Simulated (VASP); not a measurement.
# BiTe (Fm-3m) in VASP: single point with PBEsol

Aim: the single point of BiTe with PBEsol.

All numbers are computed with VASP 6.6.1; they aren't measurements. Logs are shortened: lines on timing, memory, paths and dates and some standing lists are left out, and cuts for length are marked.

**1. The cell of the first run**

The structure is cubic, space group Fm-3m (No. 225). The conventional cell has a = 6.470 Å, b = 6.470 Å, c = 6.470 Å, α = 90.00°, β = 90.00°, γ = 90.00°. Bi (site symmetry m-3m) has 6 Te at 3.23 Å within 4.3 Å. Within 4.3 Å of Te (site symmetry m-3m) lie 6 Bi at 3.23 Å.

**2. Single point, PBEsol**

Input file INCAR:

```
  PREC = Accurate
  ENCUT = 520
  EDIFF = 1E-6
  ISMEAR = 1
  SIGMA = 0.1
  LREAL = F
  LASPH = T
  NELM = 60
  ALGO = Normal
  ISIF = 2
  LWAVE = F
  LCHARG = T
  GGA = PS
  LELF = T
  LVHAR = T
  NBANDS = 18
```

Input file KPOINTS:

```
regular mesh
0
Gamma
  14 14 14
```

Input file POSCAR:

```
BiTe
1.0
    0.0000000000      3.2350000000      3.2350000000
    3.2350000000      0.0000000000      3.2350000000
    3.2350000000      3.2350000000      0.0000000000
Bi Te
1 1
Direct
    0.0000000000      0.0000000000      0.0000000000
    0.5000000000      0.5000000000      0.5000000000
```

Potentials or basis: VASP PAW PBE potentials, release 64 (Bi_d, Te).

On the command line:

```sh
$ cat potpaw_PBE.64/Bi_d/POTCAR potpaw_PBE.64/Te/POTCAR > POTCAR
$ mpirun -np 1 vasp_std > vasp.out
```

OUTCAR:

```text
PREC = Accurate
   ENCUT = 520
   EDIFF = 1E-6
   ISMEAR = 1
   LREAL = F
   LASPH = T
   NELM = 60
   ISIF = 2
   GGA = PS

 ion  position               nearest neighbor table
   1  0.000  0.000  0.000-   2 3.23   2 3.23   2 3.23   2 3.23   2 3.23   2 3.23
   2  0.500  0.500  0.500-   1 3.23   1 3.23   1 3.23   1 3.23   1 3.23   1 3.23

  LATTYP: Found a face centered cubic cell.
 ALAT       =     6.4700000000

  Lattice vectors:

 A1 = (   0.0000000000,   3.2350000000,   3.2350000000)
 A2 = (   3.2350000000,   0.0000000000,   3.2350000000)
 A3 = (   3.2350000000,   3.2350000000,   0.0000000000)

Analysis of symmetry for initial positions (statically):
=====================================================================
 Subroutine PRICEL returns:
 Original cell was already a primitive cell.

 Routine SETGRP: Setting up the symmetry group for a
 face centered cubic supercell.

 Subroutine GETGRP returns: Found 48 space group operations
 (whereof 48 operations were pure point group operations)
 out of a pool of 48 trial point group operations.

The static configuration has the point symmetry O_h .

Analysis of symmetry for dynamics (positions and initial velocities):
=====================================================================
 Subroutine PRICEL returns:
 Original cell was already a primitive cell.

 Routine SETGRP: Setting up the symmetry group for a
 face centered cubic supercell.

 Subroutine GETGRP returns: Found 48 space group operations
 (whereof 48 operations were pure point group operations)
 out of a pool of 48 trial point group operations.

The dynamic configuration has the point symmetry O_h .

 Subroutine INISYM returns: Found 48 space group operations
 (whereof 48 operations are pure point group operations),
 and found     1 'primitive' translations

----------------------------------------------------------------------------------------

                                     Primitive cell

  volume of cell :      67.7100

  direct lattice vectors                    reciprocal lattice vectors
     0.000000000  3.235000000  3.235000000    -0.154559505  0.154559505  0.154559505
     3.235000000  0.000000000  3.235000000     0.154559505 -0.154559505  0.154559505
     3.235000000  3.235000000  0.000000000     0.154559505  0.154559505 -0.154559505

  length of vectors
     4.574980874  4.574980874  4.574980874     0.267704916  0.267704916  0.267704916

  position of ions in fractional coordinates (direct lattice)
[... 73 lines left out ...]
   ISPIN  =      1    spin polarized calculation?
   LNONCOLLINEAR =      F non collinear calculations
   LSORBIT =      F    spin-orbit coupling
   LASPH  =      T    aspherical Exc in radial PAW
   ENCUT  =  520.0 eV  38.22 Ry    6.18 a.u.   8.51  8.51  8.51*2*pi/ulx,y,z
   NELM   =     60;   NELMIN=  2; NELMDL= -5     # of ELM steps
   EDIFF  = 0.1E-05   stopping-criterion for ELM
   LREAL  =      F    real-space projection
   EDIFFG = 0.1E-04   stopping-criterion for IOM
   NSW    =      0    number of steps for IOM
   IBRION =     -1    ionic relax: 0-MD 1-quasi-New 2-CG
   NFREE  =      0    steps in history (QN), initial steepest desc. (CG)
   ISIF   =      2    stress and relaxation
   ISYM   =      2    0-nonsym 1-usesym 2-fastsym
   POTIM  = 0.5000    time-step for ionic-motion
   TEBEG  =    0.0;   TEEND  =   0.0 temperature during run
   PSTRESS=    0.0 pullay stress
   NELECT =      21.0000    total number of electrons
   NUPDOWN=      -1.0000    fix difference up-down
   EMIN   =  10.00;   EMAX   =-10.00  energy-range for DOS
   EFERMI =   0.00;   METHOD = LEGACY
   ISMEAR =     1;   SIGMA  =   0.10  broadening in eV -4-tet -1-fermi 0-gaus
   EFERMI_NEDOS =   21; number of points for ismear=-14 and -15
   IALGO  =     38    algorithm
   IMIX   =      4    mixing-type and parameters
     AMIX     =   0.40;   BMIX     =  1.00
     AMIX_MAG =   1.60;   BMIX_MAG =  1.00
  volume/ion in A,a.u.               =      33.86       228.46
  Fermi-wavevector in a.u.,A,eV,Ry     =   1.108146  2.094092 16.707785  1.227988
  Thomas-Fermi vector in A             =   2.244669
   LORBIT       =      0    0 simple, 1 ext, 2 COOP (PROOUT), +10 PAW based schemes
   GGA     = PS    functional components
   LHFCALC =     F    Hartree Fock is set to
   AEXX    =    0.0000 exact exchange contribution
   IVDW    =     0    specifies the selected vdW correction
   LEPSILON=     F    determine dielectric tensor
   LRPA    =     F    only Hartree local field effects (RPA)
 non-spin polarized calculation
 Methfessel and Paxton  Order N= 1 SIGMA  =   0.10
  energy-cutoff  :      520.00
  volume of cell :       67.71
 maximum number of plane-waves:      1845
 NGX is ok and might be reduce to    36
   NGX = 17   NGY = 17   NGZ = 17

 number of electron      21.0000001 magnetization

 Free energy of the ion-electron system (eV)
  ---------------------------------------------------
  ext. energy  EPLUGINS =         0.00000000
  ---------------------------------------------------
  free energy    TOTEN  =        -7.97373314 eV

  energy without entropy =       -7.97288678  energy(sigma->0) =       -7.97345102

 E-fermi :   6.5084     XC(G=0):  -9.5934

 val. band max:        6.4927577500   @ k =  -0.4286   0.1429   0.0000
 cond. band min:       6.5204419348   @ k =   0.5000   0.0714   0.0000
 fundamental gap:      0.0276841848
 Fermi energy:         6.5084300917

 k-point     1 :       0.0000    0.0000    0.0000
  band No.  band energies     occupation
      1     -16.5712      2.00000
      2     -16.5712      2.00000
      3     -16.5667      2.00000
      4     -16.5667      2.00000
      5     -16.5667      2.00000
      6      -7.0446      2.00000
[... 481 lines left out ...]
      5     -16.5620      2.00000
      6      -6.3970      2.00000
[... 10 lines left out ...]
     17      14.2171      0.00000
     18      14.5540      0.00000

 [... further k-points ...]
[... 5 lines left out ...]
  --------------------------------------------------------------------------------------
  -------------------------------------------------------------------------------------
  Total       -0.7323912     -0.7323912     -0.7323912      0.0000000      0.0000000      0.0000000
  in kB      -17.3300914    -17.3300914    -17.3300914      0.0000000      0.0000000      0.0000000
  external PRESSURE =     -17.3300914 kB  Pullay stress =       0.0000000 kB

 VOLUME and BASIS-vectors are now :
 -----------------------------------------------------------------------------
  energy-cutoff  :      520.00
  volume of cell :       67.71
      direct lattice vectors                 reciprocal lattice vectors
     0.000000000  3.235000000  3.235000000    -0.154559505  0.154559505  0.154559505
     3.235000000  0.000000000  3.235000000     0.154559505 -0.154559505  0.154559505
     3.235000000  3.235000000  0.000000000     0.154559505  0.154559505 -0.154559505

 POSITION                                       TOTAL-FORCE (eV/Angst)
 -----------------------------------------------------------------------------------
      0.00000      0.00000      0.00000         0.000000      0.000000      0.000000
      3.23500      3.23500      3.23500         0.000000      0.000000     -0.000000
 -----------------------------------------------------------------------------------
    total drift:                               -0.000000      0.000000      0.000000

  FREE ENERGIE OF THE ION-ELECTRON SYSTEM (eV)
  ---------------------------------------------------
  free  energy   TOTEN  =        -7.9737331433 eV

  energy  without entropy=       -7.9728867788  energy(sigma->0) =       -7.97345102
```

OSZICAR:

```text
N       E                     dE             d eps       ncg     rms          rms(c)
DAV:   1     0.156204378661E+03    0.15620E+03   -0.98250E+03  3752   0.112E+03
DAV:   2     0.398126628887E+01   -0.15222E+03   -0.14811E+03  3972   0.303E+02
DAV:   3    -0.766889337917E+01   -0.11650E+02   -0.11528E+02  4630   0.885E+01
DAV:   4    -0.798763224154E+01   -0.31874E+00   -0.31836E+00  4474   0.156E+01
DAV:   5    -0.800179417817E+01   -0.14162E-01   -0.14161E-01  5308   0.315E+00    0.663E+00
DAV:   6    -0.797338136960E+01    0.28413E-01   -0.84634E-02  5326   0.194E+00    0.410E+00
DAV:   7    -0.797423736607E+01   -0.85600E-03   -0.24169E-02  4322   0.902E-01    0.484E-01
DAV:   8    -0.797367917452E+01    0.55819E-03   -0.42299E-03  4794   0.467E-01    0.980E-02
DAV:   9    -0.797373465878E+01   -0.55484E-04   -0.38678E-04  4120   0.121E-01    0.367E-02
DAV:  10    -0.797373492209E+01   -0.26331E-06   -0.15035E-05  5030   0.219E-02    0.257E-02
DAV:  11    -0.797373375195E+01    0.11701E-05   -0.31273E-06  3976   0.953E-03    0.626E-03
DAV:  12    -0.797373314330E+01    0.60865E-06   -0.52331E-07  2152   0.626E-03
   1 F= -.79737331E+01 E0= -.79734510E+01  d E =-.846364E-03
```

Wall time 80 s (1 thread of Intel Xeon Platinum 8259CL at 2.50GHz (Skylake/Cascade Lake), shared host); peak memory 0.29 GiB.

Results:

```
Free energy : -7.9737 eV
Pressure    : -1.7 GPa
```

Levels at points of the mesh, in eV from the Fermi level:
```csv
k point,band 6,band 7,band 8,band 9,band 10,band 11,band 12,band 13,band 14,band 15
"(0.00, 0.00, 0.00)",-13.55,-8.16,-2.55,-2.55,-2.55,2.13,2.13,2.13,4.62,4.62
"(0.50, 0.00, 0.00)",-11.59,-11.28,-1.92,-1.92,-1.63,-0.88,-0.65,-0.65,7.22,7.70
"(0.50, 0.50, 0.00)",-11.79,-9.98,-5.69,-4.03,-4.03,2.15,3.57,3.57,4.94,8.68
```

Caveat: the PAW data sets were made with another functional, which shifts forces and pressure a little; spin-orbit coupling is left out, which moves the levels of the heavy elements.
